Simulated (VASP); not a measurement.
Input of a VASP 6.6.1 run:

File INCAR:

```
SYSTEM = Ba3Li4MgF12
PREC = Accurate
ENCUT = 520
EDIFF = 1E-7
ISMEAR = -1
SIGMA = 0.05
LREAL = Auto
LASPH = .True.
NELM = 80
ALGO = Normal
ISIF = 2
LWAVE = .False.
LCHARG = .False.
GGA = PS
NBANDS = 154
ISYM = 0
```

Contents of KPOINTS:

```
Automatic mesh
0
Gamma
  1 1 1
  0.25 0.25 0.25
```

File POSCAR:

```
Ba3Li4MgF12
1.0
    7.9171620000      0.0000000000      0.0000000000
    0.0000000000      7.9171620000      0.0000000000
    0.0000000000      0.0000000000      7.9171620000
Mg Ba Li F
2 6 8 24
Direct
    0.1189930000      0.9366720000      0.9991340000
    0.6194930000      0.5622730000      0.5004450000
    0.9912900000      0.0011580000      0.5004510000
    0.9821510000      0.4837610000      0.9986940000
    0.0302180000      0.4834410000      0.4992710000
    0.5299930000      0.0155890000      0.9997660000
    0.4822380000      0.0159860000      0.4996770000
    0.4911270000      0.4977440000      0.0010560000
    0.2353890000      0.2367160000      0.2416950000
    0.2360000000      0.2375960000      0.7575310000
    0.2665090000      0.7354900000      0.2646500000
    0.2675190000      0.7353430000      0.7344840000
    0.7364930000      0.2614960000      0.2574300000
    0.7355160000      0.2617430000      0.7418500000
    0.7674170000      0.7636040000      0.2349120000
    0.7656530000      0.7638340000      0.7643770000
    0.1763070000      0.1833660000      0.9997520000
    0.2423450000      0.2305100000      0.4998190000
    0.2999400000      0.7629640000      0.9992830000
    0.2029380000      0.7566590000      0.4996460000
    0.7424790000      0.2684910000      0.9997430000
    0.6765430000      0.3152170000      0.4992980000
    0.7025740000      0.7420240000      0.9998680000
    0.8003320000      0.7361380000      0.4993600000
    0.9808380000      0.2462400000      0.2808800000
    0.9805130000      0.2475580000      0.7192950000
    0.0031370000      0.7998520000      0.1767600000
    0.0021930000      0.7993010000      0.8224230000
    0.4803660000      0.2519580000      0.2189030000
    0.4805730000      0.2522770000      0.7807400000
    0.5026340000      0.6981380000      0.3228300000
    0.5036710000      0.7014430000      0.6769040000
    0.2673040000      0.9831150000      0.2375330000
    0.2657630000      0.9835670000      0.7615580000
    0.2216220000      0.4957940000      0.2204350000
    0.2231640000      0.4960020000      0.7778740000
    0.7221900000      0.0029250000      0.2783380000
    0.7223950000      0.0035590000      0.7208400000
    0.7676700000      0.5155060000      0.2614850000
    0.7654900000      0.5156990000      0.7368540000
```

Potentials or basis: VASP PAW PBE potentials, release 64 (Mg, Ba_sv, Li_sv, F).

Command:

```console
$ cat potpaw_PBE.64/Mg/POTCAR potpaw_PBE.64/Ba_sv/POTCAR potpaw_PBE.64/Li_sv/POTCAR potpaw_PBE.64/F/POTCAR > POTCAR
$ mpirun -np 1 vasp_std > vasp.out
```

Task: Estimate the band gap on the k mesh.

Result: 7.62 eV.

Task: Predict the largest force.

Result: 0.124 eV/Å.

Forces in eV/Å, atoms in the order of the input:
```
Mg   0.020 -0.024  0.003
Mg   0.015  0.025  0.000
Ba  -0.024  0.001 -0.004
Ba  -0.007  0.041  0.008
Ba  -0.054  0.061  0.003
Ba  -0.052 -0.068 -0.005
Ba  -0.004 -0.052 -0.005
Ba  -0.026  0.001 -0.019
Li  -0.003  0.005  0.010
Li  -0.002  0.004 -0.011
Li  -0.001  0.004 -0.014
Li  -0.003  0.000  0.013
Li  -0.003 -0.004 -0.013
Li  -0.002  0.000  0.011
Li  -0.006 -0.004  0.010
Li  -0.001 -0.004 -0.011
F    0.003 -0.034  0.000
F    0.016  0.047  0.000
F   -0.096  0.045 -0.002
F    0.117  0.011  0.002
F    0.015 -0.043  0.000
F    0.002  0.044  0.002
F    0.124 -0.003 -0.002
F   -0.100 -0.052 -0.002
F   -0.012 -0.015 -0.111
F   -0.009 -0.022  0.100
F    0.013  0.022 -0.017
F    0.016  0.024  0.011
F   -0.006  0.021  0.113
F   -0.008  0.021 -0.104
F    0.016 -0.025  0.012
F    0.008 -0.032 -0.011
F   -0.061 -0.007 -0.043
F   -0.053 -0.009  0.049
F    0.075  0.003  0.044
F    0.062  0.003 -0.031
F    0.073  0.002 -0.037
F    0.073  0.001  0.048
F   -0.062  0.009  0.048
F   -0.053  0.004 -0.042
```

Caveat: the k points lie up to 0.79 Å⁻¹ apart; the PAW data sets were made with another functional, which shifts forces and pressure a little; spin-orbit coupling is left out, which moves the levels of the heavy elements.
